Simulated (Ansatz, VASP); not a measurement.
One calculation of GaSb, two programs

Contents of INCAR:

```
SYSTEM = GaSb
PREC = Accurate ; ENCUT = 520
EDIFF = 1E-6 ; ISMEAR = 0
SIGMA = 0.02 ; LREAL = .False.
LASPH = .True. ; NELM = 80
ALGO = Normal ; ISIF = 2
LWAVE = .False. ; LCHARG = .False.
NBANDS = 16
```

Contents of KPOINTS:

```
Automatic mesh
0
Gamma
  8 8 8
  0 0 0
```

The input POSCAR:

```
GaSb
1.0
   -2.7534340000      2.7534340000      1.6013117133
    2.7534340000     -2.7534340000      1.6013117133
    2.7534340000      2.7534340000     -1.6013117133
Ga Sb
1 1
Direct
    0.2500000000      0.7500000000      0.5000000000
    0.0000000000      0.0000000000      0.0000000000
```

Input for Ansatz:

```yaml
crystal:
  lattice:
    - [-2.753434, 2.753434, 1.6013117133333332]
    - [2.753434, -2.753434, 1.6013117133333332]
    - [2.753434, 2.753434, -1.6013117133333332]
  atoms:
    - { symbol: Ga, position: [0.25, 0.75, 0.5] }
    - { symbol: Sb, position: [0.0, 0.0, 0.0] }
basis:
  ecutwfc: 520.0
kpoints:
  mp_grid:
    grid: [8, 8, 8]
hamiltonian:
  xc: lda
scf:
  occupations:
    method: gaussian
    width: 0.02
output:
  stress: true
```

Alike in both runs: task single point; functional LDA; k mesh 8 × 8 × 8; occupations gaussian, width 0.02 eV; no spin polarisation.

```csv
,VASP,Ansatz
version,VASP 6.6.1,Ansatz 0.2.0
potentials or method,"VASP PAW LDA potentials, release 64 (Ga_d, Sb), cutoff 520 eV","plane waves, PAW"
valence electrons in the cell,18,28
```

```csv
,VASP,Ansatz,Ansatz less VASP
pressure (GPa),-4.4,-4.5,-0.09
"traceless stress, the component that is largest in VASP (GPa)",0.86,0.91,+0.048
```

LDA's correlation is that of Perdew and Zunger in VASP and of Perdew and Wang (1992) in Ansatz. VASP's potentials hold 18 valence electrons a cell and Ansatz's 28, so a difference there can come from the potentials and not from the codes.

Neither program's run includes spin-orbit coupling.
